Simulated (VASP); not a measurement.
# Tl (P6_3/mmc) in VASP: a series of runs

Runs on Tl. Level: PBEsol. Tasks: single point, relaxation of cell and atoms.

Everything below comes from runs of VASP 6.6.1. Logs are shortened: lines on timing, memory, paths and dates and some standing lists are left out, and cuts for length are marked.

## 1. The cell of the first run

The structure is hexagonal, space group P6_3/mmc (No. 194). The conventional cell has a = 3.416 Å, b = 3.416 Å, c = 5.655 Å, α = 90.00°, β = 90.00°, γ = 120.00°. Within 4.5 Å of Tl (site symmetry -6m2) lie 12 Tl at 3.42 to 3.45 Å.

## 2. Single point, PBEsol

INCAR reads:

```
PREC = Accurate ; ENCUT = 520
EDIFF = 1E-6 ; ISMEAR = 1
SIGMA = 0.05 ; LREAL = False
LASPH = True ; NELM = 80
ALGO = Normal ; ISIF = 2
LWAVE = False ; LCHARG = False
GGA = PS ; NBANDS = 20
```

KPOINTS reads:

```
Automatic mesh
0
Gamma
  7 7 4
```

POSCAR reads:

```
Tl
1.0
    3.4156080241      0.0000000000      0.0000000000
   -1.7078040121      2.9580033183      0.0000000000
    0.0000000000      0.0000000000      5.6554493012
Tl
2
Direct
    0.3333333333      0.6666666667      0.2500000000
    0.6666666667      0.3333333333      0.7500000000
```

Potentials or basis: VASP PAW PBE potentials, release 64 (Tl_d).

The run is started by

```
$ cat potpaw_PBE.64/Tl_d/POTCAR > POTCAR
$ mpirun -np 1 vasp_std > vasp.out
```

OUTCAR:

```text
PREC = Accurate
   ENCUT = 520
   EDIFF = 1E-6
   ISMEAR = 1
   LREAL = False
   LASPH = True
   NELM = 80
   ISIF = 2
   GGA = PS

 ion  position               nearest neighbor table
   1  0.333  0.667  0.250-   2 3.45   2 3.45   2 3.45   2 3.45   2 3.45   2 3.45
   2  0.667  0.333  0.750-   1 3.45   1 3.45   1 3.45   1 3.45   1 3.45   1 3.45

  LATTYP: Found a hexagonal cell.
 ALAT       =     3.4156080241
 C/A-ratio  =     1.6557664876

  Lattice vectors:

 A1 = (   3.4156080241,   0.0000000000,   0.0000000000)
 A2 = (  -1.7078040121,   2.9580033183,   0.0000000000)
 A3 = (   0.0000000000,   0.0000000000,   5.6554493012)

Analysis of symmetry for initial positions (statically):
=====================================================================
 Subroutine PRICEL returns:
 Original cell was already a primitive cell.

 Routine SETGRP: Setting up the symmetry group for a
 hexagonal supercell.

 Subroutine GETGRP returns: Found 24 space group operations
 (whereof 12 operations were pure point group operations)
 out of a pool of 24 trial point group operations.

The static configuration has the point symmetry D_3d.
 The point group associated with its full space group is D_6h.

Analysis of symmetry for dynamics (positions and initial velocities):
=====================================================================
 Subroutine PRICEL returns:
 Original cell was already a primitive cell.

 Routine SETGRP: Setting up the symmetry group for a
 hexagonal supercell.

 Subroutine GETGRP returns: Found 24 space group operations
 (whereof 12 operations were pure point group operations)
 out of a pool of 24 trial point group operations.

The dynamic configuration has the point symmetry D_3d.
 The point group associated with its full space group is D_6h.

 Subroutine INISYM returns: Found 24 space group operations
 (whereof 12 operations are pure point group operations),
 and found     1 'primitive' translations

----------------------------------------------------------------------------------------

                                     Primitive cell

  volume of cell :      57.1392

  direct lattice vectors                    reciprocal lattice vectors
     3.415608024  0.000000000  0.000000000     0.292773642  0.169032941  0.000000000
    -1.707804012  2.958003318  0.000000000     0.000000000  0.338065882  0.000000000
     0.000000000  0.000000000  5.655449301     0.000000000  0.000000000  0.176820611

  length of vectors
     3.415608024  3.415608024  5.655449301     0.338065882  0.338065882  0.176820611

  position of ions in fractional coordinates (direct lattice)
     0.333333333  0.666666667  0.250000000
     0.666666667  0.333333333  0.750000000

  ion indices of the primitive-cell ions
   primitive index   ion index
                 1           1
                 2           2

----------------------------------------------------------------------------------------

 KPOINTS: Automatic mesh

Automatic generation of k-mesh.
 Grid dimensions read from file:
 generate k-points for:    7    7    4

 Generating k-lattice:

  Cartesian coordinates                     Fractional coordinates (reciprocal lattice)
     0.041824806  0.024147563  0.000000000     0.142857143 -0.000000000  0.000000000
     0.000000000  0.048295126  0.000000000     0.000000000  0.142857143  0.000000000
     0.000000000  0.000000000  0.044205153     0.000000000  0.000000000  0.250000000

  Length of vectors
     0.048295126  0.048295126  0.044205153

  Shift w.r.t. Gamma in fractional coordinates (k-lattice)
     0.000000000  0.000000000  0.000000000

 Subroutine IBZKPT returns following result:
 ===========================================

 Found     24 irreducible k-points:

 Following reciprocal coordinates:
            Coordinates               Weight
  0.000000  0.000000  0.000000      1.000000
  0.142857  0.000000  0.000000      6.000000
  0.285714  0.000000  0.000000      6.000000
  0.428571  0.000000  0.000000      6.000000
  0.142857  0.142857  0.000000      6.000000
  0.285714  0.142857  0.000000     12.000000
[... 16 lines left out ...]
  0.428571  0.142857  0.500000      6.000000
  0.285714  0.285714  0.500000      6.000000
   k-points           NKPTS =     24   k-points in BZ     NKDIM =     24   number of bands    NBANDS=     20
   number of dos      NEDOS =    301   number of ions     NIONS =      2
   total plane-waves  NPLWV =  32928
   dimension x,y,z NGX =    28 NGY =   28 NGZ =   42
   dimension x,y,z NGXF=    56 NGYF=   56 NGZF=   84
   ions per type =               2
   NGX,Y,Z   is equivalent  to a cutoff of  13.63, 13.63, 12.35 a.u.
   NGXF,Y,Z  is equivalent  to a cutoff of  27.26, 27.26, 24.69 a.u.
 SYSTEM =  unknown system
   PREC   = accura    normal or accurate (medium, high low for compatibility)
   ISTART =      0    job   : 0-new  1-cont  2-samecut
   ICHARG =      2    charge: 1-file 2-atom 10-const
   ISPIN  =      1    spin polarized calculation?
   LNONCOLLINEAR =      F non collinear calculations
   LSORBIT =      F    spin-orbit coupling
   LASPH  =      T    aspherical Exc in radial PAW
   ENCUT  =  520.0 eV  38.22 Ry    6.18 a.u.   6.35  6.35 10.52*2*pi/ulx,y,z
   NELM   =     80;   NELMIN=  2; NELMDL= -5     # of ELM steps
   EDIFF  = 0.1E-05   stopping-criterion for ELM
   LREAL  =      F    real-space projection
   EDIFFG = 0.1E-04   stopping-criterion for IOM
   NSW    =      0    number of steps for IOM
   IBRION =     -1    ionic relax: 0-MD 1-quasi-New 2-CG
   NFREE  =      0    steps in history (QN), initial steepest desc. (CG)
   ISIF   =      2    stress and relaxation
   ISYM   =      2    0-nonsym 1-usesym 2-fastsym
   POTIM  = 0.5000    time-step for ionic-motion
   TEBEG  =    0.0;   TEEND  =   0.0 temperature during run
   PSTRESS=    0.0 pullay stress
   NELECT =      26.0000    total number of electrons
   NUPDOWN=      -1.0000    fix difference up-down
   EMIN   =  10.00;   EMAX   =-10.00  energy-range for DOS
   EFERMI =   0.00;   METHOD = LEGACY
   ISMEAR =     1;   SIGMA  =   0.05  broadening in eV -4-tet -1-fermi 0-gaus
   EFERMI_NEDOS =   21; number of points for ismear=-14 and -15
   IALGO  =     38    algorithm
   IMIX   =      4    mixing-type and parameters
     AMIX     =   0.40;   BMIX     =  1.00
     AMIX_MAG =   1.60;   BMIX_MAG =  1.00
  volume/ion in A,a.u.               =      28.57       192.80
  Fermi-wavevector in a.u.,A,eV,Ry     =   1.259181  2.379506 21.572523  1.585536
  Thomas-Fermi vector in A             =   2.392753
   LORBIT       =      0    0 simple, 1 ext, 2 COOP (PROOUT), +10 PAW based schemes
   GGA     = PS    functional components
   LHFCALC =     F    Hartree Fock is set to
   AEXX    =    0.0000 exact exchange contribution
   IVDW    =     0    specifies the selected vdW correction
   LEPSILON=     F    determine dielectric tensor
   LRPA    =     F    only Hartree local field effects (RPA)
 non-spin polarized calculation
 Methfessel and Paxton  Order N= 1 SIGMA  =   0.05
  energy-cutoff  :      520.00
  volume of cell :       57.14
 maximum number of plane-waves:      1553
 NGX is ok and might be reduce to    28

 number of electron      26.0000007 magnetization

 Free energy of the ion-electron system (eV)
  ---------------------------------------------------
  ext. energy  EPLUGINS =         0.00000000
  ---------------------------------------------------
  free energy    TOTEN  =        -5.19772151 eV

  energy without entropy =       -5.19838952  energy(sigma->0) =       -5.19794418

 E-fermi :   6.4920     XC(G=0): -10.3727

 val. band max:        6.3651179245   @ k =   0.4286   0.0000   0.2500
 cond. band min:       6.5125939973   @ k =   0.2857   0.1429   0.0000
 fundamental gap:      0.1474760728
 Fermi energy:         6.4919685709

 k-point     1 :       0.0000    0.0000    0.0000
  band No.  band energies     occupation
      1      -5.3747      2.00000
      2      -5.1795      2.00000
      3      -5.0981      2.00000
      4      -5.0981      2.00000
      5      -5.0504      2.00000
      6      -5.0504      2.00000
[... 12 lines left out ...]
     19      16.9006      0.00000
     20      17.5284      0.00000

 k-point     2 :       0.1429    0.0000    0.0000
  band No.  band energies     occupation
      1      -5.3172      2.00000
      2      -5.1809      2.00000
      3      -5.0847      2.00000
      4      -5.0364      2.00000
      5      -5.0137      2.00000
      6      -5.0067      2.00000
[... 12 lines left out ...]
     19      17.0843      0.00000
     20      18.0084      0.00000

 k-point     3 :       0.2857    0.0000    0.0000
  band No.  band energies     occupation
      1      -5.3823      2.00000
      2      -5.1783      2.00000
      3      -5.1692      2.00000
      4      -5.0655      2.00000
      5      -5.0469      2.00000
      6      -4.8786      2.00000
[... 12 lines left out ...]
     19      15.7930      0.00000
     20      17.1556      0.00000

 k-point     4 :       0.4286    0.0000    0.0000
  band No.  band energies     occupation
      1      -5.4705      2.00000
      2      -5.3063      2.00000
      3      -5.2544      2.00000
      4      -5.1177      2.00000
      5      -4.9556      2.00000
      6      -4.9494      2.00000
[... 12 lines left out ...]
     19      14.8893      0.00000
     20      16.3788      0.00000

 k-point     5 :       0.1429    0.1429    0.0000
  band No.  band energies     occupation
      1      -5.2523      2.00000
      2      -5.2264      2.00000
      3      -5.1063      2.00000
      4      -5.0678      2.00000
      5      -5.0378      2.00000
      6      -4.9935      2.00000
[... 12 lines left out ...]
     19      16.3966      0.00000
     20      17.6605      0.00000
[... 353 lines left out ...]
      6      -4.9755      2.00000
[... 12 lines left out ...]
     19      17.9496      0.00000
     20      17.9496      0.00000

 k-point    22 :       0.2857    0.1429    0.5000
  band No.  band energies     occupation
      1      -5.2977      2.00000
      2      -5.2977      2.00000
      3      -5.1792      2.00000
      4      -5.1792      2.00000
      5      -4.9226      2.00000
      6      -4.9226      2.00000
[... 12 lines left out ...]
     19      17.6960      0.00000
     20      17.6960      0.00000

 k-point    23 :       0.4286    0.1429    0.5000
  band No.  band energies     occupation
      1      -5.3153      2.00000
      2      -5.3153      2.00000
      3      -5.2397      2.00000
      4      -5.2397      2.00000
      5      -4.9377      2.00000
      6      -4.9377      2.00000
[... 12 lines left out ...]
     19      16.5084      0.00000
     20      16.5084      0.00000

 k-point    24 :       0.2857    0.2857    0.5000
  band No.  band energies     occupation
      1      -5.2843      2.00000
      2      -5.2843      2.00000
      3      -5.0665      2.00000
      4      -5.0665      2.00000
      5      -4.9712      2.00000
      6      -4.9712      2.00000
[... 12 lines left out ...]
     19      17.2268      0.00000
     20      17.2268      0.00000

------------------------ aborting loop because EDIFF is reached ----------------------------------------

  FORCE on cell =-STRESS in cart. coord.  units (eV):
  Direction    XX          YY          ZZ          XY          YZ          ZX
  --------------------------------------------------------------------------------------
  -------------------------------------------------------------------------------------
  Total       -0.0733495     -0.0733495     -0.0112026      0.0000000      0.0000000      0.0000000
  in kB       -2.0567132     -2.0567132     -0.3141188      0.0000000      0.0000000      0.0000000
  external PRESSURE =      -1.4758484 kB  Pullay stress =       0.0000000 kB

 VOLUME and BASIS-vectors are now :
 -----------------------------------------------------------------------------
  energy-cutoff  :      520.00
  volume of cell :       57.14
      direct lattice vectors                 reciprocal lattice vectors
     3.415608024  0.000000000  0.000000000     0.292773642  0.169032941  0.000000000
    -1.707804012  2.958003318  0.000000000     0.000000000  0.338065882  0.000000000
     0.000000000  0.000000000  5.655449301     0.000000000  0.000000000  0.176820611

 POSITION                                       TOTAL-FORCE (eV/Angst)
 -----------------------------------------------------------------------------------
     -0.00000      1.97200      1.41386         0.000000      0.000000      0.000000
      1.70780      0.98600      4.24159         0.000000      0.000000      0.000000
 -----------------------------------------------------------------------------------
    total drift:                                0.000000     -0.000000      0.000000

  FREE ENERGIE OF THE ION-ELECTRON SYSTEM (eV)
  ---------------------------------------------------
  free  energy   TOTEN  =        -5.1977215147 eV

  energy  without entropy=       -5.1983895207  energy(sigma->0) =       -5.19794418
```

Run time: 32 s. Hardware: 1 thread of Intel Xeon 8259CL, shared host; peak memory 0.18 GiB.

What came out:

* Free energy: -5.1977 eV
* Pressure: -0.1 GPa
* Band gap on the k mesh: zero (bands 13 and 14 overlap by 5.00 eV)

Levels at points of the mesh, in eV from the Fermi level:
```csv
k point,band 9,band 10,band 11,band 12,band 13,band 14,band 15,band 16,band 17,band 18
"(0.00, 0.00, 0.00)",-11.15,-11.15,-10.17,-5.56,-3.10,8.30,8.30,9.94,10.30,10.30
"(0.00, 0.00, 0.50)",-11.26,-11.26,-8.80,-8.80,2.73,2.73,9.23,9.23,9.23,9.23
```

Caveat: the PAW data sets were made with another functional, which shifts forces and pressure a little; spin-orbit coupling is left out, which moves the levels of the heavy elements.

## 3. Relaxation of cell and atoms, PBEsol

This run uses another cell than the first one, of the same volume but with other edges.

INCAR reads:

```
SYSTEM = Tl
PREC = Accurate ; ENCUT = 600
EDIFF = 1E-7 ; ISMEAR = 1
SIGMA = 0.05 ; LREAL = .FALSE.
LASPH = .TRUE. ; NELM = 60
ALGO = Normal ; ISIF = 3
LWAVE = .FALSE. ; LCHARG = .FALSE.
GGA = PS ; IBRION = 2
NSW = 80 ; EDIFFG = -0.02
```

KPOINTS reads:

```
Automatic mesh
0
G
  7 7 4
  0 0 0
```

POSCAR reads:

```
Tl
1.0
    3.4560000000      0.0000000000      0.0000000000
   -1.7280000000      2.9929840000      0.0000000000
    0.0000000000      0.0000000000      5.5250000000
Tl
2
Direct
    0.3333333333      0.6666666667      0.2500000000
    0.6666666667      0.3333333333      0.7500000000
```

Potentials or basis: VASP PAW PBE potentials, release 64 (Tl_d).

The run is started by

```
$ cat potpaw_PBE.64/Tl_d/POTCAR > POTCAR
$ mpirun -np 1 vasp_std > vasp.out
```

Wall time 2.2 min (1 thread of Intel Xeon 8259CL, shared host); peak memory 0.2 GiB.

Results (log left out):

| Property | Result |
| --- | --- |
| Free energy | -5.1978 eV |
| Relaxed volume | 28.53 Å³/atom |
| Relaxed cell | a = 3.411 Å, b = 3.411 Å, c = 5.662 Å, α = 90.00°, β = 90.00°, γ = 120.00° |
| Space group after relaxing (to 0.1 Å) | P6_3/mmc (No. 194) |
| Energy gained by relaxing | 5.2 meV/atom |
| Ionic steps | 8 |
| Pressure after relaxing | 0.0 GPa |
| Band gap on the k mesh | zero (bands 13 and 14 overlap by 4.97 eV) |

Stress tensor (GPa, compression positive):
```
 0.05  0.00  0.00
 0.00  0.05  0.00
 0.00  0.00 -0.10
```

The path:
```tsv
step	energy change (eV)	largest force (eV/Å)	pressure (GPa)	volume (Å³)
1	0.0000	0.0000	0.08	57.15
2	-0.0066	0.0000	-0.07	57.26
3	-0.0039	0.0000	-0.13	57.53
4	-0.0101	0.0000	-0.24	57.38
5	-0.0101	0.0000	-0.25	57.40
6	-0.0101	0.0000	-0.24	57.39
7	-0.0104	0.0000	0.09	56.95
8	-0.0104	0.0000	0.00	57.07
```

Final structure:
```cif
data_structure
_symmetry_space_group_name_H-M 'P 1'
_symmetry_Int_Tables_number 1
_cell_length_a 3.4113
_cell_length_b 3.4113
_cell_length_c 5.6625
_cell_angle_alpha 90.000
_cell_angle_beta 90.000
_cell_angle_gamma 120.000
_cell_volume 57.07
loop_
_atom_site_label
_atom_site_type_symbol
_atom_site_fract_x
_atom_site_fract_y
_atom_site_fract_z
_atom_site_occupancy
Tl1 Tl 0.33333 0.66667 0.25000 1
Tl2 Tl 0.66667 0.33333 0.75000 1
```

Levels at points of the mesh, in eV from the Fermi level:
```
           k point  band 10  band 11  band 12  band 13  band 14  band 15  band 16  band 17
(0.00, 0.00, 0.00)   -11.15   -10.17    -5.57    -3.11     8.35     8.35     9.90    10.35
(0.00, 0.00, 0.50)   -11.25    -8.81    -8.81     2.71     2.71     9.27     9.27     9.27
```

Caveat: the PAW data sets were made with another functional, which shifts forces and pressure a little; spin-orbit coupling is left out, which moves the levels of the heavy elements.

The gap in the log of VASP goes by the Fermi energy; the results here count the filled bands.